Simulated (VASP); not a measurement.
# WSe2: single point with PBEsol

Slab: WSe2, a slab with vacuum.

```
CELL_PARAMETERS angstrom
3.27058 0.00000 0.00000
-1.63529 2.83241 0.00000
0.00000 0.00000 23.98700
ATOMIC_POSITIONS crystal
W 0.66667 0.33333 0.17222
W 0.33333 0.66667 0.86238
Se 0.33333 0.66667 0.20734
Se 0.66667 0.33333 0.93219
Se 0.33333 0.66667 0.06781
Se 0.66667 0.33333 0.79266
```

This cell differs from its parent crystal: atom 1 (W) moved by +0.000 Å along [1 0 0] and +0.830 Å along [0 0 1].

```yaml
Program: VASP 6.6.1
Task: single point
Functional: PBEsol
Potentials_or_basis: VASP PAW PBE potentials, release 64 (W_sv, Se)
Cutoff: 520 eV
k_mesh: 9 × 9 × 2
Occupations: gaussian, width 0.05 eV
Spin: no spin polarisation
Dipole_correction: no
Further_INCAR_settings: ALGO = Normal; EDIFF = 1e-07; NBANDS = 35
```

```json
{
  "Largest force": "15.399 eV/Å",
  "Band gap on the k mesh": "zero (band 26 reaches 3.11 eV, above the bottom of band 27 at 1.31 eV)"
}
```

Forces in eV/Å, atoms in the order of the input:
```
W     0.000   0.000 -15.399
W     0.000   0.000  -0.004
Se    0.000   0.000  13.336
Se    0.000   0.000   0.062
Se    0.000   0.000   2.077
Se    0.000   0.000  -0.071
```

Levels at points of the mesh, in eV from the Fermi level:
| k point | band 23 | band 24 | band 25 | band 26 | band 27 | band 28 | band 29 | band 30 |
| --- | --- | --- | --- | --- | --- | --- | --- | --- |
| (0.00, 0.00, 0.00) | -0.90 | -0.90 | -0.40 | 1.74 | 1.74 | 2.35 | 3.01 | 3.01 |
| (0.00, 0.00, 0.50) | -0.90 | -0.90 | -0.40 | 1.74 | 1.74 | 2.35 | 3.01 | 3.01 |

Run time: 2.9 min on 1 thread of Intel(R) Xeon(R) 6975P-C (Granite Rapids), with other jobs on the host, peak memory 0.39 GiB.

Caveat: the cell differs from its parent crystal (atom 1 (W) moved by +0.000 Å along [1 0 0] and +0.830 Å along [0 0 1]); the PAW data sets were made with another functional, which shifts forces and pressure a little; spin-orbit coupling is left out, which moves the levels of the heavy elements.
